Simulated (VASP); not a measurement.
# ZrB2 in VASP: a series of runs, part 2 of 2

VASP 6.6.1. Earlier steps stand in the parts before.

## Step 4: Single point, BLYP+D4, collinear spin, ferromagnetic start (atoms moved at random)

Input file INCAR:

```
SYSTEM = ZrB2
PREC     = Accurate       ! precision mode
ENCUT    = 520            ! plane-wave cutoff, eV
EDIFF    = 1E-7           ! SCF threshold, eV
ISMEAR   = 1              ! smearing method
SIGMA    = 0.1            ! smearing width, eV
LREAL    = .False.        ! projectors in reciprocal space
LASPH    = .True.         ! aspherical terms in the spheres
NELM     = 150            ! most SCF steps
ALGO     = Normal         ! electronic algorithm
ISIF     = 2              ! what is computed and relaxed
LWAVE    = .False.        ! write WAVECAR
LCHARG   = .False.        ! write CHGCAR
ISPIN    = 2              ! spin polarisation
MAGMOM   = -0.34 0 0      ! initial moments
LORBIT   = 11             ! projections on sites
LMAXMIX  = 4              ! l up to which the mixer works
GGA      = B5             ! functional
ALDAX    = 1.0          
AGGAX    = 1.0          
AGGAC    = 1.0          
ALDAC    = 0.0          
IVDW     = 13             ! dispersion correction
VDW_S6   = 1.0          
VDW_S8   = 2.34076671   
VDW_A1   = 0.44488865   
VDW_A2   = 4.0933009    
NBANDS   = 20             ! bands
```

Input file KPOINTS:

```
Automatic mesh
0
Gamma
  8 8 6
  0 0 0
```

Input file POSCAR:

```
ZrB2
1.0
    3.1700000000      0.0000000000      0.0000000000
   -1.5850000000      2.7453005300      0.0000000000
    0.0000000000      0.0000000000      3.5330000000
Zr B
1 2
Direct
   -0.0039975287     -0.0068644579     -0.0058709312
    0.6633332839      0.3305208264      0.5000387772
    0.3358166126      0.6585064113      0.5048129069
```

Potentials or basis: VASP PAW PBE potentials, release 64 (Zr_sv, B).

Run with:

```bash
$ cat potpaw_PBE.64/Zr_sv/POTCAR potpaw_PBE.64/B/POTCAR > POTCAR
$ mpirun -np 1 vasp_std > vasp.out
```

OUTCAR:

```text
SYSTEM = ZrB2
   PREC = Accurate
   ENCUT = 520
   EDIFF = 1E-7
   ISMEAR = 1
   LREAL = .False.
   LASPH = .True.
   NELM = 150
   ISIF = 2
   ISPIN = 2
   LORBIT = 11
   GGA = B5
   IVDW = 13

 ion  position               nearest neighbor table
   1  0.996  0.993  0.994-   3 2.50   3 2.52   2 2.52   2 2.53   3 2.53   2 2.54   2 2.55   3 2.56
                             2 2.56   2 2.56   3 2.57   3 2.59
   2  0.663  0.331  0.500-   3 1.80   3 1.85   3 1.85   1 2.52   1 2.53   1 2.54   1 2.55   1 2.56
                             1 2.56
   3  0.336  0.659  0.505-   2 1.80   2 1.85   2 1.85   1 2.50   1 2.52   1 2.53   1 2.56   1 2.57
                             1 2.59

  LATTYP: Found a hexagonal cell.
 ALAT       =     3.1700000000
 C/A-ratio  =     1.1145110410

  Lattice vectors:

 A1 = (   3.1700000000,   0.0000000000,   0.0000000000)
 A2 = (  -1.5850000000,   2.7453005300,   0.0000000000)
 A3 = (   0.0000000000,   0.0000000000,   3.5330000000)

Analysis of symmetry for initial positions (statically):
=====================================================================
 Subroutine PRICEL returns:
 Original cell was already a primitive cell.

 Routine SETGRP: Setting up the symmetry group for a
 hexagonal supercell.

 Subroutine GETGRP returns: Found  1 space group operations
 (whereof  1 operations were pure point group operations)
 out of a pool of 24 trial point group operations.

The static configuration has the point symmetry C_1 .

Analysis of symmetry for dynamics (positions and initial velocities):
=====================================================================
 Subroutine PRICEL returns:
 Original cell was already a primitive cell.

 Routine SETGRP: Setting up the symmetry group for a
 hexagonal supercell.

 Subroutine GETGRP returns: Found  1 space group operations
 (whereof  1 operations were pure point group operations)
 out of a pool of 24 trial point group operations.

The dynamic configuration has the point symmetry C_1 .

Analysis of structural, dynamic, and magnetic symmetry:
=====================================================================
 Subroutine PRICEL returns:
 Original cell was already a primitive cell.

 Routine SETGRP: Setting up the symmetry group for a
 hexagonal supercell.

 Subroutine GETGRP returns: Found  1 space group operations
 (whereof  1 operations were pure point group operations)
 out of a pool of 24 trial point group operations.

The overall configuration has the point symmetry C_1 .

 Subroutine INISYM returns: Found  1 space group operations
 (whereof  1 operations are pure point group operations),
 and found     1 'primitive' translations

----------------------------------------------------------------------------------------

                                     Primitive cell

  volume of cell :      30.7463

  direct lattice vectors                    reciprocal lattice vectors
     3.170000000  0.000000000  0.000000000     0.315457413  0.182129422  0.000000000
    -1.585000000  2.745300530  0.000000000     0.000000000  0.364258845  0.000000000
     0.000000000  0.000000000  3.533000000     0.000000000  0.000000000  0.283045570

  length of vectors
     3.170000000  3.170000000  3.533000000     0.364258845  0.364258845  0.283045570

  position of ions in fractional coordinates (direct lattice)
     0.996002471  0.993135542  0.994129069
     0.663333284  0.330520826  0.500038777
     0.335816613  0.658506411  0.504812907

[... 77 lines left out ...]
   EDIFF  = 0.1E-06   stopping-criterion for ELM
   LREAL  =      F    real-space projection
   EDIFFG = 0.1E-05   stopping-criterion for IOM
   NSW    =      0    number of steps for IOM
   IBRION =     -1    ionic relax: 0-MD 1-quasi-New 2-CG
   NFREE  =      0    steps in history (QN), initial steepest desc. (CG)
   ISIF   =      2    stress and relaxation
   ISYM   =      2    0-nonsym 1-usesym 2-fastsym
   POTIM  = 0.5000    time-step for ionic-motion
   TEBEG  =    0.0;   TEEND  =   0.0 temperature during run
   PSTRESS=    0.0 pullay stress
   NELECT =      18.0000    total number of electrons
   NUPDOWN=      -1.0000    fix difference up-down
   EMIN   =  10.00;   EMAX   =-10.00  energy-range for DOS
   EFERMI =   0.00;   METHOD = LEGACY
   ISMEAR =     1;   SIGMA  =   0.10  broadening in eV -4-tet -1-fermi 0-gaus
   EFERMI_NEDOS =   21; number of points for ismear=-14 and -15
   IALGO  =     38    algorithm
   IMIX   =      4    mixing-type and parameters
     AMIX     =   0.40;   BMIX     =  1.00
     AMIX_MAG =   1.60;   BMIX_MAG =  1.00
  volume/ion in A,a.u.               =      10.25        69.16
  Fermi-wavevector in a.u.,A,eV,Ry     =   1.369519  2.588016 25.518847  1.875582
  Thomas-Fermi vector in A             =   2.495387
   LORBIT       =     11    0 simple, 1 ext, 2 COOP (PROOUT), +10 PAW based schemes
   GGA     = B5    functional components
   LHFCALC =     F    Hartree Fock is set to
   AEXX    =    0.0000 exact exchange contribution
   IVDW    =    13    specifies the selected vdW correction
   LEPSILON=     F    determine dielectric tensor
   LRPA    =     F    only Hartree local field effects (RPA)
 spin polarized calculation
 Methfessel and Paxton  Order N= 1 SIGMA  =   0.10
  energy-cutoff  :      520.00
  volume of cell :       30.75
 maximum number of plane-waves:       840
   NGX = 11   NGY = 11   NGZ = 13

 number of electron      18.0000000 magnetization      -0.0000591

 number of electron      18.0000000 magnetization       0.0000177

 Free energy of the ion-electron system (eV)
  ---------------------------------------------------
  ext. energy  EPLUGINS =         0.00000000
  ---------------------------------------------------
  free energy    TOTEN  =       -22.07803322 eV

  energy without entropy =      -22.07824439  energy(sigma->0) =      -22.07810361

 E-fermi :  11.1780     XC(G=0): -11.7927

 val. band max:       11.1407171571   @ k =   0.5000   0.3750   0.0000
 cond. band min:      11.2455619076   @ k =  -0.1250   0.5000   0.0000
 fundamental gap:      0.1048447505
 Fermi energy:        11.1780434671

 spin component 1

 k-point     1 :       0.0000    0.0000    0.0000
  band No.  band energies     occupation
      1     -37.6825      1.00000
      2     -15.9395      1.00000
      3     -15.4031      1.00000
      4     -15.3996      1.00000
      5      -1.5865      1.00000
      6       8.2280      1.00000
[... 541 lines left out ...]
     19      26.3429      0.00000
     20      27.1353      0.00000

 [... further k-points ...]

 spin component 2

 k-point     1 :       0.0000    0.0000    0.0000
  band No.  band energies     occupation
      1     -37.6825      1.00000
      2     -15.9395      1.00000
      3     -15.4030      1.00000
      4     -15.3996      1.00000
      5      -1.5865      1.00000
      6       8.2280      1.00000
[... 541 lines left out ...]
     19      26.3429      0.00000
     20      27.1326      0.00000

 [... further k-points ...]

------------------------ aborting loop because EDIFF is reached ----------------------------------------

  DFT-D4 for vdW energy calculation

  Edisp (eV):   -1.78189

  FORCE on cell =-STRESS in cart. coord.  units (eV):
  Direction    XX          YY          ZZ          XY          YZ          ZX
  --------------------------------------------------------------------------------------
  -------------------------------------------------------------------------------------
  Total      -0.79226    -0.66747    -0.41095     0.11626     0.00320     0.01555
  in kB     -41.28419   -34.78160   -21.41462     6.05810     0.16674     0.81046
  external pressure =      -32.49 kB  Pullay stress =        0.00 kB

 VOLUME and BASIS-vectors are now :
 -----------------------------------------------------------------------------
  energy-cutoff  :      520.00
  volume of cell :       30.75
      direct lattice vectors                 reciprocal lattice vectors
     3.170000000  0.000000000  0.000000000     0.315457413  0.182129422  0.000000000
    -1.585000000  2.745300530  0.000000000     0.000000000  0.364258845  0.000000000
     0.000000000  0.000000000  3.533000000     0.000000000  0.000000000  0.283045570

 POSITION                                       TOTAL-FORCE (eV/Angst)
 -----------------------------------------------------------------------------------
      1.58321      2.72646      3.51226         0.112422      0.048228      0.419113
      1.57889      0.90738      1.76664         0.217345     -0.173143     -0.112237
      0.02081      1.80780      1.78350        -0.329767      0.124916     -0.306876
 -----------------------------------------------------------------------------------
    total drift:                                0.000004     -0.000022     -0.000005

  FREE ENERGIE OF THE ION-ELECTRON SYSTEM (eV)
  ---------------------------------------------------
  free  energy   TOTEN  =       -23.8599276321 eV

  energy  without entropy=      -23.8601387969  energy(sigma->0) =      -23.85999802

 total charge

# of ion       s       p       d       tot
------------------------------------------
    1        2.166   6.029   1.796   9.991
    2        0.669   1.263   0.000   1.933
    3        0.669   1.264   0.000   1.933
--------------------------------------------------
tot          3.505   8.556   1.796  13.856

 magnetization (x)

# of ion       s       p       d       tot
------------------------------------------
    1       -0.000   0.000   0.000   0.000
    2        0.000  -0.000   0.000   0.000
    3        0.000  -0.000   0.000   0.000
--------------------------------------------------
tot          0.000   0.000   0.000   0.000
```

Wall time 97 s (1 thread of Intel Xeon Platinum 8488C (Sapphire Rapids), shared host); peak memory 0.29 GiB.

What came out:

```yaml
Free_energy: -23.8599 eV
Pressure: -3.2 GPa
Largest_force: 0.467 eV/Å
Band_gap_on_the_k_mesh: zero (filled and empty bands overlap)
Net_moment: 0.00 μB per cell
Valence_electrons_inside_the_program's_atomic_spheres: Zr 9.99; B 1.93
Dispersion_energy_per_atom: -0.594 eV
```

Forces in eV/Å, atoms in the order of the input:
```
Zr   0.112  0.048  0.419
B    0.217 -0.173 -0.112
B   -0.330  0.125 -0.307
```

Levels at points of the mesh, in eV from the Fermi level:
Spin up:
```tsv
k point	band 5	band 6	band 7	band 8	band 9	band 10	band 11	band 12	band 13	band 14
(0.00, 0.00, 0.00)	-12.76	-2.95	-2.72	-2.71	-2.37	3.12	3.16	3.78	3.95	4.71
(0.50, 0.00, 0.00)	-8.96	-8.67	-4.07	-3.27	-2.75	2.11	2.15	4.60	4.72	6.57
(0.00, 0.50, 0.00)	-8.96	-8.67	-4.06	-3.27	-2.75	2.07	2.19	4.60	4.72	6.57
(0.50, 0.50, 0.00)	-9.11	-8.59	-3.95	-3.16	-2.71	1.90	2.11	4.58	4.66	6.62
(0.00, 0.00, 0.50)	-10.81	-6.96	-1.40	-1.03	0.08	0.31	0.60	0.61	1.62	4.87
(0.50, 0.00, 0.50)	-10.07	-7.05	-4.78	-4.17	-2.11	3.50	4.05	4.95	5.90	6.09
(0.00, 0.50, 0.50)	-10.07	-7.05	-4.78	-4.18	-2.11	3.50	4.04	4.95	5.90	6.09
(0.50, 0.50, 0.50)	-9.98	-7.23	-4.73	-4.27	-2.00	3.46	4.13	4.95	5.89	6.21
```
Spin down:
```tsv
k point	band 6	band 7	band 8	band 9	band 10	band 11	band 12	band 13
(0.00, 0.00, 0.00)	-2.95	-2.72	-2.71	-2.37	3.12	3.16	3.78	3.95
(0.50, 0.00, 0.00)	-8.67	-4.07	-3.27	-2.75	2.11	2.15	4.60	4.72
(0.00, 0.50, 0.00)	-8.67	-4.06	-3.27	-2.75	2.07	2.19	4.60	4.72
(0.50, 0.50, 0.00)	-8.59	-3.95	-3.16	-2.71	1.90	2.11	4.58	4.66
(0.00, 0.00, 0.50)	-6.96	-1.40	-1.03	0.08	0.31	0.60	0.61	1.62
(0.50, 0.00, 0.50)	-7.05	-4.78	-4.17	-2.11	3.50	4.05	4.95	5.90
(0.00, 0.50, 0.50)	-7.05	-4.78	-4.18	-2.11	3.50	4.04	4.95	5.90
(0.50, 0.50, 0.50)	-7.23	-4.73	-4.27	-2.00	3.46	4.13	4.95	5.89
```

Caveat: the cell differs from its parent crystal (atoms moved at random); the PAW data sets were made with another functional, which shifts forces and pressure a little; pairwise dispersion overbinds metals, which lowers pressure and volume.

## Step 5: The runs side by side

```tsv
level	spin	U	cell	k mesh	smearing	gap on the mesh (eV)	pressure (GPa)	moment (μB)
PBEsol+U	off	Zr d U = 8.0 eV	a = 3.170, b = 3.170, c = 3.533 Å, angles 90.0, 90.0, 120.0°, 3 atoms	10 × 10 × 8	fermi-dirac 0.05 eV	none	15.6	-
r2SCAN+D3(BJ)	non-collinear, zero start, SOC	-	a = 3.252, b = 3.252, c = 3.625 Å, angles 90.0, 90.0, 120.0°, 3 atoms	10 × 10 × 8	fermi-dirac 0.15 eV	-	-18.0	0.00
BLYP+D4	collinear, ferromagnetic start	-	a = 3.170, b = 3.170, c = 3.533 Å, angles 90.0, 90.0, 120.0°, 3 atoms	8 × 8 × 6	methfessel-paxton 0.1 eV	none	-3.2	0.00
```

Some of these runs hold the atoms at other places in the same cell, which the table doesn't show; runs alike in all that it shows share one row.

Alike in all rows: task single point; potentials or basis VASP PAW PBE potentials, release 64 (Zr_sv, B); cutoff (eV) 520.

Caveats: the PAW data sets were made with another functional, which shifts forces and pressure a little; U without spin polarisation on a metal has little footing (some runs); the U is typed as a test and isn't derived for this compound (some runs); pairwise dispersion overbinds metals, which lowers pressure and volume (some runs).

Absolute energies hang on the potentials; compare differences alone.
